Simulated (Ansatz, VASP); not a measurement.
**One calculation of Mg2C, two programs**

The input POSCAR:

```
Mg2C
1.0
    0.0000000000      2.7641118490      2.7641118490
    2.7641118490      0.0000000000      2.7641118490
    2.7641118490      2.7641118490      0.0000000000
C Mg
1 2
Direct
    0.0000000000      0.0000000000      0.0000000000
    0.2500000000      0.2500000000      0.2500000000
    0.7500000000      0.7500000000      0.7500000000
```

Contents of INCAR.step1:

```
SYSTEM = Mg2C
PREC     = Accurate       ! precision mode
ENCUT    = 520            ! plane-wave cutoff, eV
ISMEAR   = 0              ! smearing method
SIGMA    = 0.01           ! smearing width, eV
LREAL    = .False.        ! projectors in reciprocal space
LASPH    = .True.         ! aspherical terms in the spheres
NELM     = 100            ! most SCF steps
NBANDS   = 11             ! bands
GGA      = PE             ! functional
ALGO     = Normal         ! electronic algorithm
EDIFF    = 1E-4           ! SCF threshold, eV
LWAVE    = .True.         ! write WAVECAR
LCHARG   = .False.        ! write CHGCAR
```

The input INCAR.step2:

```
SYSTEM = Mg2C
PREC     = Accurate       ! precision mode
ENCUT    = 520            ! plane-wave cutoff, eV
EDIFF    = 1E-6           ! SCF threshold, eV
ISMEAR   = 0              ! smearing method
SIGMA    = 0.01           ! smearing width, eV
LREAL    = .False.        ! projectors in reciprocal space
LASPH    = .True.         ! aspherical terms in the spheres
NELM     = 100            ! most SCF steps
ALGO     = Normal         ! electronic algorithm
ISIF     = 2              ! what is computed and relaxed
LWAVE    = .False.        ! write WAVECAR
LCHARG   = .False.        ! write CHGCAR
METAGGA  = R2SCAN         ! meta-GGA
LMIXTAU  = .True.       
NBANDS   = 11             ! bands
ISTART   = 1
```

KPOINTS

```
Automatic mesh
0
Gamma
  6 6 6
  0 0 0
```

Input for Ansatz:

```yaml
crystal:
  lattice:
    - [0.0, 2.764111849, 2.764111849]
    - [2.764111849, 0.0, 2.764111849]
    - [2.764111849, 2.764111849, 0.0]
  atoms:
    - { symbol: C, position: [0.0, 0.0, 0.0] }
    - { symbol: Mg, position: [0.25, 0.25, 0.25] }
    - { symbol: Mg, position: [0.75, 0.75, 0.75] }
kpoints:
  mp_grid: { grid: [6, 6, 6] }
hamiltonian:
  xc: r2scan
scf:
  occupations: { method: fixed }
  n_extra_bands: 4
output:
  forces: true
  stress: true
  eigenvalues: true
```

Alike in both runs: task single point; functional r2SCAN; k mesh 6 × 6 × 6; no spin polarisation.

|  | VASP | Ansatz |
| --- | --- | --- |
| version | VASP 6.6.1 | Ansatz 0.2.0 |
| potentials or method | VASP PAW PBE potentials, release 64 (C, Mg) | plane waves, PAW |
| plane-wave cutoff (eV) | 520 | 500 |
| occupations | gaussian, width 0.01 eV | fixed |
| valence electrons in the cell | 8 | 24 |

|  | VASP | Ansatz | Ansatz less VASP |
| --- | --- | --- | --- |
| gap on the k mesh at the Fermi level (eV) | 1.09 | 1.09 | +0.003 |
| pressure (GPa) | -5.6 | -5.1 | +0.44 |

VASP's potentials were made for PBE, not for r2SCAN. VASP's potentials hold 8 valence electrons a cell and Ansatz's 24, so a difference there can come from the potentials and not from the codes.
